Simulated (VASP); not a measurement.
Runs of VASP 6.6.1 on Co. The structure is that of space group P6_3/mmc (No. 194), or close to it. The cells are those of the table. 

| task | cell | gap on the mesh (eV) | pressure (GPa) | moment (μB) |
| --- | --- | --- | --- | --- |
| single point | a = 2.544, b = 2.544, c = 4.132 Å, angles 90.0, 90.0, 120.0°, 2 atoms | none | -20.9 | (c) |
| single point | a = 2.519, b = 2.519, c = 3.968 Å, angles 90.0, 90.0, 120.0°, 2 atoms | none | -11.3 | 3.21 |
| electric field gradients | a = 2.468, b = 2.468, c = 4.008 Å, angles 90.0, 90.0, 120.0°, 2 atoms | none | (b) | (a) |
| electric field gradients | a = 2.519, b = 2.519, c = 3.968 Å, angles 90.0, 90.0, 120.0°, 2 atoms | none | -11.2 | 3.21 |
| electric field gradients | a = 2.519, b = 2.519, c = 4.214 Å, angles 90.0, 90.0, 120.0°, 2 atoms | none | -20.5 | 3.34 |

Alike in all rows: level PBEsol; potentials or basis VASP PAW PBE potentials, release 64 (Co); spin collinear, ferromagnetic start; k mesh 19 × 19 × 10; cutoff (eV) 520; smearing fermi-dirac 0.05 eV.

Question: Fill in the values left out.

Answer: (a) 3.16; (b) -5.3; (c) 3.31.

Caveats: the cell stands under tension; the PAW data sets were made with another functional, which shifts forces and pressure a little.

A gap of «none» marks levels without a gap at the run's occupations.
